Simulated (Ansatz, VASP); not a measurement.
# One calculation of SiB5C, two programs

```
CELL_PARAMETERS angstrom
4.18813 0.00000 0.00000
0.00000 4.18813 0.00000
0.00000 0.00000 3.93156
ATOMIC_POSITIONS crystal
Si 0.00000 0.00000 0.20836
B 0.50000 0.50000 0.77530
B 0.50000 0.79773 0.46084
B 0.50000 0.20227 0.46084
B 0.79773 0.50000 0.46084
B 0.20227 0.50000 0.46084
C 0.50000 0.50000 0.17298
```

Alike in both runs: functional PBE; k mesh 4 × 4 × 4; occupations gaussian, width 0.2 eV; no spin polarisation.

Ansatz relaxed the structure, and its values are those at the end. VASP's run is a single point on that final structure, the one shown.

```csv
,VASP,Ansatz
version,VASP 6.6.1,Ansatz 0.2.0
potentials or method,"VASP PAW PBE potentials, release 64 (Si, B, C), cutoff 600 eV","scalar-relativistic, plane waves, PAW"
valence electrons in the cell,23,23
```

```tsv
	VASP	Ansatz	Ansatz less VASP
gap on the k mesh at the Fermi level (eV)	none	none	-
pressure (GPa)	0.4	0.4	+0.03
rms of the force components (eV/Å)	0.012	0.003	-0.0088
```

A gap of «none» marks a metal or a gap that the smearing closes.

The k mesh is coarse, so the values compare programs but aren't converged.
